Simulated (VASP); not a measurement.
Input of a VASP 6.6.1 run:

File POSCAR:

```
Lu
1.0
   -1.9421255079      1.9421255079      1.9421255079
    1.9421255079     -1.9421255079      1.9421255079
    1.9421255079      1.9421255079     -1.9421255079
Lu
1
Direct
    0.0000000000      0.0000000000      0.0000000000
```

File INCAR.step1:

```
PREC     = Accurate       # precision mode
ENCUT    = 520            # plane-wave cutoff, eV
ISMEAR   = -1             # smearing method
SIGMA    = 0.05           # smearing width, eV
LREAL    = False          # projectors in reciprocal space
LASPH    = True           # aspherical terms in the spheres
NELM     = 60             # most SCF steps
NBANDS   = 18             # bands
GGA      = PE             # functional
ALGO     = Normal         # electronic algorithm
EDIFF    = 1E-4           # SCF threshold, eV
LWAVE    = True           # write WAVECAR
LCHARG   = False          # write CHGCAR
```

The input INCAR.step2:

```
PREC     = Accurate       # precision mode
ENCUT    = 520            # plane-wave cutoff, eV
EDIFF    = 1E-7           # SCF threshold, eV
ISMEAR   = -1             # smearing method
SIGMA    = 0.05           # smearing width, eV
LREAL    = False          # projectors in reciprocal space
LASPH    = True           # aspherical terms in the spheres
NELM     = 60             # most SCF steps
ALGO     = Normal         # electronic algorithm
ISIF     = 2              # what is computed and relaxed
LWAVE    = False          # write WAVECAR
LCHARG   = True           # write CHGCAR
METAGGA  = R2SCAN         # meta-GGA
LMIXTAU  = True         
IVDW     = 13             # dispersion correction
VDW_S6   = 1.0          
VDW_S8   = 0.6018749    
VDW_A1   = 0.51559235   
VDW_A2   = 5.77342911   
LELF     = True           # ELF
LVHAR    = True         
NBANDS   = 18             # bands
ISTART   = 1
```

The input KPOINTS:

```
regular mesh
0
Gamma
  10 10 10
```

Potentials or basis: VASP PAW PBE potentials, release 64 (Lu).

The run is started by

```sh
$ cat potpaw_PBE.64/Lu/POTCAR > POTCAR
$ cp INCAR.step1 INCAR
$ mpirun -np 1 vasp_std > vasp.out
$ cp INCAR.step2 INCAR
$ mpirun -np 1 vasp_std > vasp.out
```

**Question.** What does it give for the pressure?

**Answer.** 0.1 GPa.

**Question.** Predict the dispersion energy per atom.

**Answer.** -0.057 eV.

Caveat: the PAW data sets were made with another functional, which shifts forces and pressure a little; pairwise dispersion overbinds metals, which lowers pressure and volume.
